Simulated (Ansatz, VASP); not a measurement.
**Cs2AgBiBr6 in VASP and in Ansatz**

INCAR

```
SYSTEM = Cs2AgBiBr6
PREC     = Accurate       ! precision mode
ENCUT    = 630            ! plane-wave cutoff, eV
EDIFF    = 1E-6           ! SCF threshold, eV
ISMEAR   = -1             ! smearing method
SIGMA    = 0.05           ! smearing width, eV
LREAL    = .FALSE.        ! projectors in reciprocal space
LASPH    = .TRUE.         ! aspherical terms in the spheres
NELM     = 200            ! most SCF steps
ALGO     = Normal         ! electronic algorithm
ISIF     = 2              ! what is computed and relaxed
LWAVE    = .FALSE.        ! write WAVECAR
LCHARG   = .FALSE.        ! write CHGCAR
LMAXMIX  = 4              ! l up to which the mixer works
LDAU     = .TRUE.         ! DFT+U
LDAUTYPE = 2            
LDAUL    = -1 -1 2 -1     ! shell
LDAUU    = 0 0 5 0        ! U, eV
LDAUJ    = 0 0 0 0      
LDAUPRINT= 1            
GGA      = CA             ! functional
NBANDS   = 58             ! bands
GGA_COMPAT= .FALSE.
```

KPOINTS

```
regular mesh
0
G
  4 4 4
  0 0 0
```

File POSCAR:

```
Cs2AgBiBr6
1.0
    0.0000000000      5.6161000000      5.6161000000
    5.6161000000      0.0000000000      5.6161000000
    5.6161000000      5.6161000000      0.0000000000
Bi Cs Ag Br
1 2 1 6
Direct
    0.0000000000      0.0000000000      0.0000000000
    0.7500000000      0.7500000000      0.7500000000
    0.2500000000      0.2500000000      0.2500000000
    0.5000000000      0.5000000000      0.5000000000
    0.7494500000      0.7494500000      0.2505500000
    0.2505500000      0.2505500000      0.7494500000
    0.7494500000      0.2505500000      0.2505500000
    0.7494500000      0.2505500000      0.7494500000
    0.2505500000      0.7494500000      0.7494500000
    0.2505500000      0.7494500000      0.2505500000
```

Contents of input.yaml:

```yaml
crystal:
  lattice:
    - [0.0, 5.6161, 5.6161]
    - [5.6161, 0.0, 5.6161]
    - [5.6161, 5.6161, 0.0]
  atoms:
    - { symbol: Bi, position: [0.0, 0.0, 0.0] }
    - { symbol: Cs, position: [0.75, 0.75, 0.75] }
    - { symbol: Cs, position: [0.25, 0.25, 0.25] }
    - { symbol: Ag, position: [0.5, 0.5, 0.5] }
    - { symbol: Br, position: [0.74945, 0.74945, 0.25055] }
    - { symbol: Br, position: [0.25055, 0.25055, 0.74945] }
    - { symbol: Br, position: [0.74945, 0.25055, 0.25055] }
    - { symbol: Br, position: [0.74945, 0.25055, 0.74945] }
    - { symbol: Br, position: [0.25055, 0.74945, 0.74945] }
    - { symbol: Br, position: [0.25055, 0.74945, 0.25055] }
hamiltonian:
  xc: lda
  pseudopotentials: { kind: paw }
  hubbard: { sites: [{ species: Ag, l: d, u_eff: 5.0 }] }
kpoints:
  mp_grid: { grid: [4, 4, 4] }
  band_path:
    path:
      - [[0.0, 0.0, 0.0], [0.5, 0.0, 0.5], [0.5, 0.25, 0.75], [0.375, 0.375, 0.75], [0.0, 0.0, 0.0], [0.5, 0.5, 0.5], [0.625, 0.25, 0.625], [0.5, 0.25, 0.75], [0.5, 0.5, 0.5], [0.375, 0.375, 0.75]]
      - [[0.625, 0.25, 0.625], [0.5, 0.0, 0.5]]
    npoints: 10
scf:
  occupations: { method: fermi_dirac, width: 0.05 }
  n_extra_bands: 25
output:
  forces: true
  stress: true
  eigenvalues: true
  fatbands: false
```

Alike in both runs: functional LDA; k mesh 4 × 4 × 4; occupations fermi-dirac, width 0.05 eV; no spin polarisation; Hubbard terms Ag d U = 5.0 eV.

```csv
,VASP,Ansatz
version,VASP 6.6.1,Ansatz 0.2.0
potentials or method,"VASP PAW LDA potentials, release 64 (Bi_d, Cs_sv, Ag_sv_GW, Br)",Ansatz PAW
plane-wave cutoff (eV),630,420
valence electrons in the cell,94,94
task,single point,band structure
```

Ansatz gave:

- gap on the k mesh at the Fermi level (eV): 1.44
- least direct gap on the mesh (eV): 2.52
- pressure (GPa): -1.3
- rms of the force components (eV/Å): 0.092

Task: What did VASP give for the same quantities?

Result: gap on the k mesh at the Fermi level (eV): 1.39; least direct gap on the mesh (eV): 2.56; pressure (GPa): -1.3; rms of the force components (eV/Å): 0.121.

LDA's correlation is that of Perdew and Zunger in VASP and of Perdew and Wang (1992) in Ansatz. The programs project onto different local orbitals, so the same U acts differently, and such runs can settle in different states. Atom by atom the forces differ by 0.030 eV/Å (rms over components).

Spin-orbit coupling is off throughout.
